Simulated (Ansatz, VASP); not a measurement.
Mo: VASP beside Ansatz

```
Mo
1.0
    -1.57342    1.57342    1.57342
     1.57342   -1.57342    1.57342
     1.57342    1.57342   -1.57342
Mo
1
Direct
  0.00000 0.00000 0.00000
```

Alike in both runs: task relaxation of cell and atoms; functional PBE; dispersion D4; k mesh 23 × 23 × 23; occupations fermi-dirac, width 0.1 eV; no spin polarisation.

|  | VASP | Ansatz |
| --- | --- | --- |
| version | VASP 6.6.1 | Ansatz 0.2.0 |
| potentials or method | VASP PAW PBE potentials, release 64 (Mo_sv) | plane waves, PAW |
| plane-wave cutoff (eV) | 600 | 420 |
| valence electrons in the cell | 14 | 14 |

|  | VASP | Ansatz | Ansatz less VASP |
| --- | --- | --- | --- |
| relaxed volume (Å³/atom) | 15.47 | 15.45 | -0.026 |
| relaxed length of the cell vector where the two differ most in proportion (Å) | 2.719 | 2.717 | -0.0015 |
